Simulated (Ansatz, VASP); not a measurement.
ZrB2: VASP beside Ansatz

Contents of INCAR:

```
PREC = Accurate ; ENCUT = 520
EDIFF = 1E-7 ; ISMEAR = 0
SIGMA = 0.15 ; LREAL = False
LASPH = True ; NELM = 60
ALGO = Normal ; ISIF = 2
LWAVE = False ; LCHARG = False
GGA = PS ; NBANDS = 16
```

File KPOINTS:

```
regular mesh
0
Gamma
  15 15 12
```

POSCAR

```
ZrB2
1.0
    3.1233000000      0.0000000000      0.0000000000
   -1.5616500000      2.7048571436      0.0000000000
    0.0000000000      0.0000000000      3.4483000000
Zr B
1 2
Direct
    0.0000000000      0.0000000000      0.0000000000
    0.3333333333      0.6666666667      0.5000000000
    0.6666666667      0.3333333333      0.5000000000
```

Input for Ansatz:

```yaml
crystal:
  lattice:
    - [3.1233, 0.0, 0.0]
    - [-1.56165, 2.7048571436, 0.0]
    - [0.0, 0.0, 3.4483]
  atoms:
    - { symbol: Zr, position: [0.0, 0.0, 0.0] }
    - { symbol: B, position: [0.3333333333, 0.6666666667, 0.5] }
    - { symbol: B, position: [0.6666666667, 0.3333333333, 0.5] }
basis:
  ecutwfc: 520.0
kpoints:
  mp_grid: { grid: [15, 15, 12] }
hamiltonian:
  xc: pbesol
scf:
  occupations: { method: gaussian, width: 0.15 }
output:
  forces: true
  stress: true
  eigenvalues: true
```

Alike in both runs: task single point; functional PBEsol; k mesh 15 × 15 × 12; occupations gaussian, width 0.15 eV; no spin polarisation.

|  | VASP | Ansatz |
| --- | --- | --- |
| version | VASP 6.6.1 | Ansatz 0.2.0 |
| potentials or method | VASP PAW PBE potentials, release 64 (Zr_sv, B), cutoff 520 eV | scalar-relativistic, plane waves, PAW |
| valence electrons in the cell | 18 | 18 |

Ansatz gave:

| Property | Result |
| --- | --- |
| gap on the k mesh at the Fermi level (eV) | none |
| pressure (GPa) | 9.8 |
| traceless stress, the component that is largest in VASP (GPa) | 1.18 |

Task: Which values does VASP return?

Result: gap on the k mesh at the Fermi level (eV): none; pressure (GPa): 10.2; traceless stress, the component that is largest in VASP (GPa): 1.18.

VASP's potentials were made for PBE, not for PBEsol. A gap of «none» marks a metal or a gap that the smearing closes.
